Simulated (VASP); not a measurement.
Bi2Se3: single point with PBE+D3(BJ)

Bi2Se3:

```
Bi Se
1.0
     2.12204    1.22516    9.77824
    -2.12204    1.22516    9.77824
     0.00000   -2.45033    9.77824
Bi Se
2 3
Direct
  0.40080 0.40080 0.40080
  0.59920 0.59920 0.59920
  0.00000 0.00000 0.00000
  0.21170 0.21170 0.21170
  0.78830 0.78830 0.78830
```

- Program: VASP 6.6.1
- Task: single point
- Functional: PBE
- Dispersion: D3(BJ)
- Potentials or basis: VASP PAW PBE potentials, release 64 (Bi_d, Se)
- Cutoff: 520 eV
- k mesh: 5 × 5 × 5
- Occupations: gaussian, width 0.01 eV
- Spin: no spin polarisation
- Dipole correction: no
- Further INCAR settings: ALGO = Normal; EDIFF = 1e-06; NBANDS = 32

```yaml
Pressure: -3.8 GPa
Largest_force: 0.322 eV/Å
Band_gap_on_the_k_mesh: 0.27 eV
Dispersion_energy_per_atom: -0.371 eV
```

Forces on the atoms (eV/Å):
```
Bi   0.000  0.000 -0.009
Bi   0.000  0.000  0.009
Se   0.000  0.000  0.000
Se   0.000  0.000  0.322
Se   0.000  0.000 -0.322
```

Levels at points of the mesh, in eV from the valence-band top:
```csv
k point,band 22,band 23,band 24,band 25,band 26,band 27
"(0.00, 0.00, 0.00)",-0.99,-0.99,0.00,0.27,1.46,1.46
```

It took 12 min on 1 thread of Intel(R) Xeon(R) Platinum 8259CL CPU @ 2.50GHz (Skylake/Cascade Lake) (shared host), peak memory 0.87 GiB.

Caveat: the cell stands under tension; spin-orbit coupling is left out, which moves the levels of the heavy elements. A k mesh can miss the band edges.
